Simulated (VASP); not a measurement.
HfO2:

```
CELL_PARAMETERS angstrom
3.55802 0.00000 0.00000
0.00000 3.55802 0.00000
0.00000 0.00000 5.17186
ATOMIC_POSITIONS crystal
Hf 0.00000 0.00000 0.00000
Hf 0.50000 0.50000 0.50000
O 0.00000 0.50000 0.19721
O 0.50000 0.00000 0.30279
O 0.50000 0.00000 0.80279
O 0.00000 0.50000 0.69721
```

Base run:

- Program: VASP 6.6.1
- Functional: PBE
- Potentials or basis: VASP PAW PBE potentials, release 64 (Hf_pv, O)
- Cutoff: 520 eV
- k mesh: 6 × 6 × 6
- Occupations: gaussian, width 0.01 eV
- Spin: no spin polarisation

Its results: band gap on the k mesh 4.76 eV, indirect (least direct gap 4.83 eV); electronic dielectric tensor (diagonal) 5.19, 5.19, 4.68.

Question: The run is repeated on the same cell with these changes: functional from PBE to RPBE; k mesh from 6 × 6 × 6 to 8 × 8 × 5. What comes out?

Answer: Band gap on the k mesh 4.83 eV, indirect (least direct gap 4.90 eV); electronic dielectric tensor (diagonal) 5.15, 5.15, 4.65.

Several settings changed at once, so the effect can't be laid on one alone.

Caveats: spin-orbit coupling is left out, which moves the levels of the heavy elements.

A k mesh can miss the band edges.
